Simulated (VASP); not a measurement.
# TiCo (Pm-3m) in VASP: single point with PBE

Aim: the single point of TiCo with PBE.

Everything below comes from runs of VASP 6.6.1. Logs are shortened: lines on timing, memory, paths and dates and some standing lists are left out, and cuts for length are marked.

## 1. The cell of the first run

It takes space group Pm-3m (No. 221, cubic). The conventional cell has a = 2.986 Å, b = 2.986 Å, c = 2.986 Å, α = 90.00°, β = 90.00°, γ = 90.00°. Within 3.4 Å of Ti (site symmetry m-3m) lie 8 Co at 2.59 Å and 6 Ti at 2.99 Å. Co (site symmetry m-3m) has 8 Ti at 2.59 Å and 6 Co at 2.99 Å within 3.4 Å.

## 2. Single point, PBE, collinear spin, ferromagnetic start

The input, INCAR:

```
SYSTEM = TiCo
  ALGO = Normal
  EDIFF = 1E-6
  ENCUT = 520
  GGA = PE
  ISIF = 2
  ISMEAR = 0
  ISPIN = 2
  LASPH = .TRUE.
  LCHARG = .FALSE.
  LMAXMIX = 4
  LORBIT = 11
  LREAL = .FALSE.
  LWAVE = .FALSE.
  MAGMOM = 0 0.6
  NBANDS = 22
  NELM = 150
  PREC = Accurate
  SIGMA = 0.15
```

The input, KPOINTS:

```
k-points
0
G
  16 16 16
  0 0 0
```

The input, POSCAR:

```
TiCo
1.0
    2.9861109900      0.0000000000      0.0000000000
    0.0000000000      2.9861109900      0.0000000000
    0.0000000000      0.0000000000      2.9861109900
Ti Co
1 1
Direct
    0.0000000000      0.0000000000      0.0000000000
    0.5000000000      0.5000000000      0.5000000000
```

Potentials or basis: VASP PAW PBE potentials, release 64 (Ti_sv, Co).

The run is started by

```
$ cat potpaw_PBE.64/Ti_sv/POTCAR potpaw_PBE.64/Co/POTCAR > POTCAR
$ mpirun -np 1 vasp_std > vasp.out
```

OUTCAR:

```text
SYSTEM = TiCo
   EDIFF = 1E-6
   ENCUT = 520
   GGA = PE
   ISIF = 2
   ISMEAR = 0
   ISPIN = 2
   LASPH = .TRUE.
   LORBIT = 11
   LREAL = .FALSE.
   NELM = 150
   PREC = Accurate

 ion  position               nearest neighbor table
   1  0.000  0.000  0.000-   2 2.59   2 2.59   2 2.59   2 2.59   2 2.59   2 2.59   2 2.59   2 2.59

   2  0.500  0.500  0.500-   1 2.59   1 2.59   1 2.59   1 2.59   1 2.59   1 2.59   1 2.59   1 2.59

  LATTYP: Found a simple cubic cell.
 ALAT       =     2.9861109900

  Lattice vectors:

 A1 = (   2.9861109900,   0.0000000000,   0.0000000000)
 A2 = (   0.0000000000,   2.9861109900,   0.0000000000)
 A3 = (   0.0000000000,   0.0000000000,   2.9861109900)

Analysis of symmetry for initial positions (statically):
=====================================================================
 Subroutine PRICEL returns:
 Original cell was already a primitive cell.

 Routine SETGRP: Setting up the symmetry group for a
 simple cubic supercell.

 Subroutine GETGRP returns: Found 48 space group operations
 (whereof 48 operations were pure point group operations)
 out of a pool of 48 trial point group operations.

The static configuration has the point symmetry O_h .

Analysis of symmetry for dynamics (positions and initial velocities):
=====================================================================
 Subroutine PRICEL returns:
 Original cell was already a primitive cell.

 Routine SETGRP: Setting up the symmetry group for a
 simple cubic supercell.

 Subroutine GETGRP returns: Found 48 space group operations
 (whereof 48 operations were pure point group operations)
 out of a pool of 48 trial point group operations.

The dynamic configuration has the point symmetry O_h .

Analysis of structural, dynamic, and magnetic symmetry:
=====================================================================
 Subroutine PRICEL returns:
 Original cell was already a primitive cell.

 Routine SETGRP: Setting up the symmetry group for a
 simple cubic supercell.

 Subroutine GETGRP returns: Found 48 space group operations
 (whereof 48 operations were pure point group operations)
 out of a pool of 48 trial point group operations.

The overall configuration has the point symmetry O_h .

 Subroutine INISYM returns: Found 48 space group operations
 (whereof 48 operations are pure point group operations),
 and found     1 'primitive' translations

----------------------------------------------------------------------------------------

                                     Primitive cell

  volume of cell :      26.6267

  direct lattice vectors                    reciprocal lattice vectors
     2.986110990  0.000000000  0.000000000     0.334883735  0.000000000  0.000000000
     0.000000000  2.986110990  0.000000000     0.000000000  0.334883735  0.000000000
     0.000000000  0.000000000  2.986110990     0.000000000  0.000000000  0.334883735

  length of vectors
     2.986110990  2.986110990  2.986110990     0.334883735  0.334883735  0.334883735

  position of ions in fractional coordinates (direct lattice)
     0.000000000  0.000000000  0.000000000
     0.500000000  0.500000000  0.500000000

  ion indices of the primitive-cell ions
   primitive index   ion index
                 1           1
                 2           2

----------------------------------------------------------------------------------------

 KPOINTS: k-points

Automatic generation of k-mesh.
 Grid dimensions read from file:
 generate k-points for:   16   16   16

 Generating k-lattice:

  Cartesian coordinates                     Fractional coordinates (reciprocal lattice)
     0.020930233  0.000000000  0.000000000     0.062500000  0.000000000  0.000000000
     0.000000000  0.020930233  0.000000000     0.000000000  0.062500000  0.000000000
     0.000000000  0.000000000  0.020930233     0.000000000  0.000000000  0.062500000

  Length of vectors
     0.020930233  0.020930233  0.020930233

  Shift w.r.t. Gamma in fractional coordinates (k-lattice)
     0.000000000  0.000000000  0.000000000

 Subroutine IBZKPT returns following result:
 ===========================================

 Found    165 irreducible k-points:

 Following reciprocal coordinates:
            Coordinates               Weight
  0.000000  0.000000  0.000000      1.000000
  0.062500  0.000000  0.000000      6.000000
  0.125000  0.000000  0.000000      6.000000
  0.187500  0.000000  0.000000      6.000000
  0.250000  0.000000  0.000000      6.000000
  0.312500  0.000000  0.000000      6.000000
[... 16 lines left out ...]
  0.437500  0.125000  0.000000     24.000000
  0.500000  0.125000  0.000000     12.000000
 [... further k-points ...]
   k-points           NKPTS =    165   k-points in BZ     NKDIM =    165   number of bands    NBANDS=     22
   number of dos      NEDOS =    301   number of ions     NIONS =      2
   total plane-waves  NPLWV =  13824
   dimension x,y,z NGX =    24 NGY =   24 NGZ =   24
   dimension x,y,z NGXF=    48 NGYF=   48 NGZF=   48
   ions per type =               1   1
   NGX,Y,Z   is equivalent  to a cutoff of  13.36, 13.36, 13.36 a.u.
   NGXF,Y,Z  is equivalent  to a cutoff of  26.72, 26.72, 26.72 a.u.
 SYSTEM =  TiCo
   PREC   = accura    normal or accurate (medium, high low for compatibility)
   ISTART =      0    job   : 0-new  1-cont  2-samecut
   ICHARG =      2    charge: 1-file 2-atom 10-const
   ISPIN  =      2    spin polarized calculation?
   LNONCOLLINEAR =      F non collinear calculations
   LSORBIT =      F    spin-orbit coupling
   LASPH  =      T    aspherical Exc in radial PAW
   ENCUT  =  520.0 eV  38.22 Ry    6.18 a.u.   5.55  5.55  5.55*2*pi/ulx,y,z
   NELM   =    150;   NELMIN=  2; NELMDL= -5     # of ELM steps
   EDIFF  = 0.1E-05   stopping-criterion for ELM
   LREAL  =      F    real-space projection
   EDIFFG = 0.1E-04   stopping-criterion for IOM
   NSW    =      0    number of steps for IOM
   IBRION =     -1    ionic relax: 0-MD 1-quasi-New 2-CG
   NFREE  =      0    steps in history (QN), initial steepest desc. (CG)
   ISIF   =      2    stress and relaxation
   ISYM   =      2    0-nonsym 1-usesym 2-fastsym
   POTIM  = 0.5000    time-step for ionic-motion
   TEBEG  =    0.0;   TEEND  =   0.0 temperature during run
   PSTRESS=    0.0 pullay stress
   NELECT =      21.0000    total number of electrons
   NUPDOWN=      -1.0000    fix difference up-down
   EMIN   =  10.00;   EMAX   =-10.00  energy-range for DOS
   EFERMI =   0.00;   METHOD = LEGACY
   ISMEAR =     0;   SIGMA  =   0.15  broadening in eV -4-tet -1-fermi 0-gaus
   EFERMI_NEDOS =   21; number of points for ismear=-14 and -15
   IALGO  =     38    algorithm
   IMIX   =      4    mixing-type and parameters
     AMIX     =   0.40;   BMIX     =  1.00
     AMIX_MAG =   1.60;   BMIX_MAG =  1.00
  volume/ion in A,a.u.               =      13.31        89.84
  Fermi-wavevector in a.u.,A,eV,Ry     =   1.512546  2.858298 31.127355  2.287796
  Thomas-Fermi vector in A             =   2.622456
   LORBIT       =     11    0 simple, 1 ext, 2 COOP (PROOUT), +10 PAW based schemes
   GGA     = PE    functional components
   LHFCALC =     F    Hartree Fock is set to
   AEXX    =    0.0000 exact exchange contribution
   IVDW    =     0    specifies the selected vdW correction
   LEPSILON=     F    determine dielectric tensor
   LRPA    =     F    only Hartree local field effects (RPA)
 spin polarized calculation
 Gauss-broadening in eV      SIGMA  =   0.15
  energy-cutoff  :      520.00
  volume of cell :       26.63
 maximum number of plane-waves:       739
 NGX is ok and might be reduce to    24
   NGX = 11   NGY = 11   NGZ = 11

 number of electron      20.9999983 magnetization       0.8562462

 Free energy of the ion-electron system (eV)
  ---------------------------------------------------
  ext. energy  EPLUGINS =         0.00000000
  ---------------------------------------------------
  free energy    TOTEN  =       -15.68549457 eV

  energy without entropy =      -15.66646461  energy(sigma->0) =      -15.67597959

 E-fermi :   9.9196     XC(G=0): -12.5751

 val. band max:        9.9155981277   @ k =   0.2500   0.0000   0.0000
 cond. band min:       9.9295167344   @ k =   0.4375   0.1250   0.1250
 fundamental gap:      0.0139186067
 Fermi energy:         9.9196360948

 spin component 1

 k-point     1 :       0.0000    0.0000    0.0000
  band No.  band energies     occupation
      1     -47.2258      1.00000
      2     -23.3179      1.00000
      3     -23.3179      1.00000
      4     -23.3179      1.00000
      5       2.2441      1.00000
      6       5.7537      1.00000
[... 14 lines left out ...]
     21      29.2456      0.00000
     22      30.8724      0.00000

 k-point     2 :       0.0625    0.0000    0.0000
  band No.  band energies     occupation
      1     -47.2246      1.00000
      2     -23.3295      1.00000
      3     -23.3171      1.00000
      4     -23.3171      1.00000
      5       2.3217      1.00000
      6       5.7840      1.00000
[... 542 lines left out ...]
 k-point    24 :       0.5000    0.1250    0.0000
  band No.  band energies     occupation
      1     -47.1900      1.00000
      2     -23.6088      1.00000
      3     -23.3365      1.00000
      4     -23.2918      1.00000
      5       5.6985      1.00000
      6       6.2652      1.00000
[... 14 lines left out ...]
     21      26.6321      0.00000
     22      28.1856      0.00000

 [... further k-points ...]

 spin component 2

 k-point     1 :       0.0000    0.0000    0.0000
  band No.  band energies     occupation
      1     -47.2402      1.00000
      2     -23.3333      1.00000
      3     -23.3333      1.00000
      4     -23.3333      1.00000
      5       2.2341      1.00000
      6       6.4212      1.00000
[... 14 lines left out ...]
     21      29.4070      0.00000
     22      30.7551      0.00000

 k-point     2 :       0.0625    0.0000    0.0000
  band No.  band energies     occupation
      1     -47.2389      1.00000
      2     -23.3449      1.00000
      3     -23.3324      1.00000
      4     -23.3324      1.00000
      5       2.3119      1.00000
      6       6.4568      1.00000
[... 542 lines left out ...]
 k-point    24 :       0.5000    0.1250    0.0000
  band No.  band energies     occupation
      1     -47.2041      1.00000
      2     -23.6271      1.00000
      3     -23.3521      1.00000
      4     -23.3070      1.00000
      5       6.0137      1.00000
      6       6.2559      1.00000
[... 14 lines left out ...]
     21      26.6582      0.00000
     22      28.0918      0.00000

 [... further k-points ...]
[... 5 lines left out ...]
  --------------------------------------------------------------------------------------
  -------------------------------------------------------------------------------------
  Total       -0.1019608     -0.1019608     -0.1019608      0.0000000      0.0000000     -0.0000000
  in kB       -6.1351629     -6.1351629     -6.1351629      0.0000000      0.0000000     -0.0000000
  external PRESSURE =      -6.1351629 kB  Pullay stress =       0.0000000 kB

 VOLUME and BASIS-vectors are now :
 -----------------------------------------------------------------------------
  energy-cutoff  :      520.00
  volume of cell :       26.63
      direct lattice vectors                 reciprocal lattice vectors
     2.986110990  0.000000000  0.000000000     0.334883735  0.000000000  0.000000000
     0.000000000  2.986110990  0.000000000     0.000000000  0.334883735  0.000000000
     0.000000000  0.000000000  2.986110990     0.000000000  0.000000000  0.334883735

 POSITION                                       TOTAL-FORCE (eV/Angst)
 -----------------------------------------------------------------------------------
      0.00000      0.00000      0.00000         0.000000      0.000000      0.000000
      1.49306      1.49306      1.49306         0.000000      0.000000      0.000000
 -----------------------------------------------------------------------------------
    total drift:                                0.000000      0.000000     -0.000000

  FREE ENERGIE OF THE ION-ELECTRON SYSTEM (eV)
  ---------------------------------------------------
  free  energy   TOTEN  =       -15.6854945694 eV

  energy  without entropy=      -15.6664646074  energy(sigma->0) =      -15.67597959

 total charge

# of ion       s       p       d       tot
------------------------------------------
    1        2.247   6.180   1.857  10.285
    2        0.526   0.461   7.301   8.288
--------------------------------------------------
tot          2.773   6.641   9.158  18.572

 magnetization (x)

# of ion       s       p       d       tot
------------------------------------------
    1       -0.002  -0.013  -0.019  -0.034
    2        0.028  -0.005   0.918   0.941
--------------------------------------------------
tot          0.026  -0.018   0.899   0.907
```

It took 5.6 min on 1 thread of Intel Xeon 8259CL, shared host; peak memory 0.26 GiB.

What came out:

| Property | Result |
| --- | --- |
| Free energy | -15.6855 eV |
| Pressure | -0.6 GPa |
| Net moment | 0.86 μB per cell |
| Site moments | Ti -0.03; Co +0.94 μB |
| Valence electrons inside the program's atomic spheres | Ti 10.29; Co 8.29 |
